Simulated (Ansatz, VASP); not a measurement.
# One calculation of AlN, two programs

Contents of INCAR:

```
ALGO = Normal ; EDIFF = 1E-6
ENCUT = 600 ; GGA = RE
GGA_COMPAT = F ; ISIF = 2
ISMEAR = -1 ; IVDW = 13
LASPH = T ; LCHARG = F
LREAL = F ; LWAVE = F
NBANDS = 11 ; NELM = 120
PREC = Accurate ; SIGMA = 0.05
```

File KPOINTS:

```
k-points
0
Gamma
  10 10 10
```

Contents of POSCAR:

```
AlN
1.0
    0.0000000000      2.1544765148      2.1544765148
    2.1544765148      0.0000000000      2.1544765148
    2.1544765148      2.1544765148      0.0000000000
Al N
1 1
Direct
    0.0000000000      0.0000000000      0.0000000000
    0.2500000000      0.2500000000      0.2500000000
```

The input input.yaml:

```yaml
crystal:
  lattice:
    - [0.0, 2.1544765148, 2.1544765148]
    - [2.1544765148, 0.0, 2.1544765148]
    - [2.1544765148, 2.1544765148, 0.0]
  atoms:
    - { symbol: Al, position: [0.0, 0.0, 0.0] }
    - { symbol: "N", position: [0.25, 0.25, 0.25] }
hamiltonian:
  xc: revpbe
  pseudopotentials: { kind: paw }
  dispersion: d4
kpoints:
  mp_grid: { grid: [10, 10, 10] }
scf:
  occupations: { method: fermi_dirac, width: 0.05 }
output:
  forces: true
  stress: true
  eigenvalues: true
  write_density: true
  write_potential: true
  elf: true
  volumetric_format: npy
```

Alike in both runs: task single point; functional revPBE; dispersion D4; k mesh 10 × 10 × 10; occupations fermi-dirac, width 0.05 eV; no spin polarisation.

```csv
,VASP,Ansatz
version,VASP 6.6.1,Ansatz 0.2.0
potentials or method,"VASP PAW PBE potentials, release 64 (Al, N)",Ansatz PAW
plane-wave cutoff (eV),600,420
valence electrons in the cell,8,8
```

Ansatz gave:

- gap on the k mesh at the Fermi level (eV): 3.37
- least direct gap on the mesh (eV): 4.56
- pressure (GPa): 6.1

Question: Which values does VASP return?

Answer: gap on the k mesh at the Fermi level (eV): 3.37; least direct gap on the mesh (eV): 4.59; pressure (GPa): 5.4.

VASP's potentials were made for PBE, not for revPBE.
